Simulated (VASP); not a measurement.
# Al (Im-3m) in VASP: a series of runs, part 2 of 2

VASP 6.6.1. The steps go on from the part before.

## Step 3: Single point, PBEsol

This run uses another cell than the first one, of 17.40 Å³/atom, 1.025 times its volume.

The input, INCAR:

```
SYSTEM = Al
PREC = Accurate
ENCUT = 520
EDIFF = 1E-6
ISMEAR = -1
SIGMA = 0.1
LREAL = .False.
LASPH = .True.
NELM = 80
ALGO = Normal
ISIF = 2
LWAVE = .False.
LCHARG = .True.
GGA = PS
LELF = .True.
LVHAR = .True.
NBANDS = 8
```

The input, KPOINTS:

```
regular mesh
0
Gamma
  13 13 13
  0 0 0
```

The input, POSCAR:

```
Al
1.0
   -1.6325674115      1.6325674115      1.6325674115
    1.6325674115     -1.6325674115      1.6325674115
    1.6325674115      1.6325674115     -1.6325674115
Al
1
Direct
    0.0000000000      0.0000000000      0.0000000000
```

Potentials or basis: VASP PAW PBE potentials, release 64 (Al).

Launch:

```console
$ cat potpaw_PBE.64/Al/POTCAR > POTCAR
$ mpirun -np 1 vasp_std > vasp.out
```

OUTCAR:

```text
SYSTEM = Al
   PREC = Accurate
   ENCUT = 520
   EDIFF = 1E-6
   ISMEAR = -1
   LREAL = .False.
   LASPH = .True.
   NELM = 80
   ISIF = 2
   GGA = PS

 ion  position               nearest neighbor table
   1  0.000  0.000  0.000-

  LATTYP: Found a body centered cubic cell.
 ALAT       =     3.2651348230

  Lattice vectors:

 A1 = (  -1.6325674115,   1.6325674115,   1.6325674115)
 A2 = (   1.6325674115,  -1.6325674115,   1.6325674115)
 A3 = (   1.6325674115,   1.6325674115,  -1.6325674115)

Analysis of symmetry for initial positions (statically):
=====================================================================
 Subroutine PRICEL returns:
 Original cell was already a primitive cell.

 Routine SETGRP: Setting up the symmetry group for a
 body centered cubic supercell.

 Subroutine GETGRP returns: Found 48 space group operations
 (whereof 48 operations were pure point group operations)
 out of a pool of 48 trial point group operations.

The static configuration has the point symmetry O_h .

Analysis of symmetry for dynamics (positions and initial velocities):
=====================================================================
 Subroutine PRICEL returns:
 Original cell was already a primitive cell.

 Routine SETGRP: Setting up the symmetry group for a
 body centered cubic supercell.

 Subroutine GETGRP returns: Found 48 space group operations
 (whereof 48 operations were pure point group operations)
 out of a pool of 48 trial point group operations.

The dynamic configuration has the point symmetry O_h .

 Subroutine INISYM returns: Found 48 space group operations
 (whereof 48 operations are pure point group operations),
 and found     1 'primitive' translations

----------------------------------------------------------------------------------------

                                     Primitive cell

  volume of cell :      17.4050

[... 101 lines left out ...]
   ISMEAR =    -1;   SIGMA  =   0.10  broadening in eV -4-tet -1-fermi 0-gaus
   EFERMI_NEDOS =   21; number of points for ismear=-14 and -15
   IALGO  =     38    algorithm
   IMIX   =      4    mixing-type and parameters
     AMIX     =   0.40;   BMIX     =  1.00
     AMIX_MAG =   1.60;   BMIX_MAG =  1.00
  volume/ion in A,a.u.               =      17.40       117.45
  Fermi-wavevector in a.u.,A,eV,Ry     =   0.911082  1.721695 11.293793  0.830070
  Thomas-Fermi vector in A             =   2.035320
   LORBIT       =      0    0 simple, 1 ext, 2 COOP (PROOUT), +10 PAW based schemes
   GGA     = PS    functional components
   LHFCALC =     F    Hartree Fock is set to
   AEXX    =    0.0000 exact exchange contribution
   IVDW    =     0    specifies the selected vdW correction
   LEPSILON=     F    determine dielectric tensor
   LRPA    =     F    only Hartree local field effects (RPA)
 non-spin polarized calculation
  energy-cutoff  :      520.00
  volume of cell :       17.40
 maximum number of plane-waves:       478
 NGX is ok and might be reduce to    24
   NGX = 11   NGY = 11   NGZ = 11

 number of electron       3.0000000 magnetization

 Free energy of the ion-electron system (eV)
  ---------------------------------------------------
  ext. energy  EPLUGINS =         0.00000000
  ---------------------------------------------------
  free energy    TOTEN  =        -3.99223574 eV

  energy without entropy =       -3.97754393  energy(sigma->0) =       -3.98488983

 E-fermi :   7.4098     XC(G=0): -10.0677

 val. band max:        7.3812846074   @ k =   0.2308   0.2308   0.1538
 cond. band min:       7.4465300378   @ k =  -0.3846   0.3846   0.1538
 fundamental gap:      0.0652454304
 Fermi energy:         7.4097992432

 k-point     1 :       0.0000    0.0000    0.0000
  band No.  band energies     occupation
      1      -3.3567      2.00000
      2      20.3288      0.00000
      3      20.3288      0.00000
      4      20.3288      0.00000
      5      21.3196      0.00000
      6      21.3196      0.00000
      7      21.3196      0.00000
      8      23.2819      0.00000
[... 243 lines left out ...]
 k-point    24 :       0.2308    0.0769    0.0769
  band No.  band energies     occupation
      1      -0.4263      2.00000
      2       9.7405      0.00000
      3      13.4795      0.00000
      4      13.7950      0.00000
      5      21.3314      0.00000
      6      21.7550      0.00000
      7      25.2496      0.00000
      8      25.5506      0.00000

 [... further k-points ...]
[... 5 lines left out ...]
  --------------------------------------------------------------------------------------
  -------------------------------------------------------------------------------------
  Total       -0.3692000     -0.3692000     -0.3692000      0.0000000      0.0000000      0.0000000
  in kB      -33.9859108    -33.9859108    -33.9859108      0.0000000      0.0000000      0.0000000
  external PRESSURE =     -33.9859108 kB  Pullay stress =       0.0000000 kB

 VOLUME and BASIS-vectors are now :
 -----------------------------------------------------------------------------
  energy-cutoff  :      520.00
  volume of cell :       17.40
      direct lattice vectors                 reciprocal lattice vectors
    -1.632567411  1.632567411  1.632567411     0.000000000  0.306266067  0.306266067
     1.632567411 -1.632567411  1.632567411     0.306266067  0.000000000  0.306266067
     1.632567411  1.632567411 -1.632567411     0.306266067  0.306266067  0.000000000

 POSITION                                       TOTAL-FORCE (eV/Angst)
 -----------------------------------------------------------------------------------
      0.00000      0.00000      0.00000         0.000000      0.000000      0.000000
 -----------------------------------------------------------------------------------
    total drift:                                0.000000     -0.000000     -0.000000

  FREE ENERGIE OF THE ION-ELECTRON SYSTEM (eV)
  ---------------------------------------------------
  free  energy   TOTEN  =        -3.9922357350 eV

  energy  without entropy=       -3.9775439348  energy(sigma->0) =       -3.98488983
```

Wall time 4.5 s (1 thread of Intel Xeon Platinum 8488C (Sapphire Rapids), shared host); peak memory 0.13 GiB.

What came out:

| Property | Result |
| --- | --- |
| Free energy | -3.9922 eV |
| Pressure | -3.4 GPa |

Levels at points of the mesh, in eV from the Fermi level:
| k point | band 1 | band 2 | band 3 | band 4 | band 5 | band 6 |
| --- | --- | --- | --- | --- | --- | --- |
| (0.00, 0.00, 0.00) | -10.77 | 12.92 | 12.92 | 12.92 | 13.91 | 13.91 |

Caveat: the PAW data sets were made with another functional, which shifts forces and pressure a little.
